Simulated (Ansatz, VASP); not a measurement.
**One calculation of Se, two programs**

INCAR

```
SYSTEM = Se
ALGO     = Normal         ! electronic algorithm
EDIFF    = 1E-6           ! SCF threshold, eV
ENCUT    = 520            ! plane-wave cutoff, eV
GGA      = PE             ! functional
ISIF     = 2              ! what is computed and relaxed
ISMEAR   = 0              ! smearing method
IVDW     = 12             ! dispersion correction
LASPH    = .True.         ! aspherical terms in the spheres
LCHARG   = .False.        ! write CHGCAR
LREAL    = .False.        ! projectors in reciprocal space
LWAVE    = .False.        ! write WAVECAR
NBANDS   = 16             ! bands
NELM     = 100            ! most SCF steps
PREC     = Accurate       ! precision mode
SIGMA    = 0.02           ! smearing width, eV
```

KPOINTS

```
k-points
0
Gamma
  12 12 8
  0 0 0
```

The input POSCAR:

```
Se
1.0
    4.0663880063      0.0000000000      0.0000000000
   -2.0331940031      3.5215953151      0.0000000000
    0.0000000000      0.0000000000      5.1281022173
Se
3
Direct
    0.2474440730      0.0000000000      0.1666666667
    0.0000000000      0.2474440730      0.8333333333
    0.7525559270      0.7525559270      0.5000000000
```

Input for Ansatz:

```yaml
crystal:
  lattice:
    - [4.0663880063, 0.0, 0.0]
    - [-2.0331940031, 3.5215953151, 0.0]
    - [0.0, 0.0, 5.1281022173]
  atoms:
    - { symbol: Se, position: [0.247444073, 0.0, 0.1666666667] }
    - { symbol: Se, position: [0.0, 0.247444073, 0.8333333333] }
    - { symbol: Se, position: [0.752555927, 0.752555927, 0.5] }
basis:
  ecutwfc: 420
kpoints:
  mp_grid: { grid: [12, 12, 8] }
  band_path: { path: [VBM, CBM], npoints: 2 }
hamiltonian:
  xc: pbe
  dispersion: d3bj
scf:
  occupations: { method: gaussian, width: 0.02 }
output:
  forces: true
  stress: true
  eigenvalues: true
checkpoint:
  read: start.run
  write: ck
  compress: false
  write_wavefunctions: false
  write_every: 100000
```

Alike in both runs: task single point; functional PBE; dispersion D3(BJ); k mesh 12 × 12 × 8; occupations gaussian, width 0.02 eV; no spin polarisation.

```csv
,VASP,Ansatz
version,VASP 6.6.1,Ansatz 0.2.0
potentials or method,"VASP PAW PBE potentials, release 64 (Se), cutoff 520 eV","scalar-relativistic, plane waves, PAW"
valence electrons in the cell,18,48
```

|  | VASP | Ansatz | Ansatz less VASP |
| --- | --- | --- | --- |
| gap on the k mesh at the Fermi level (eV) | 0.51 | 0.52 | +0.010 |
| least direct gap on the mesh (eV) | 0.53 | 0.53 | +0.010 |
| pressure (GPa) | 0.1 | 0.0 | -0.10 |
| traceless stress, the component that is largest in VASP (GPa) | 0.06 | 0.02 | -0.043 |
| rms of the force components (eV/Å) | 0.011 | 0.001 | -0.0107 |

Atom by atom the forces differ by 0.012 eV/Å (rms over components). VASP's potentials hold 18 valence electrons a cell and Ansatz's 48, so a difference there can come from the potentials and not from the codes.
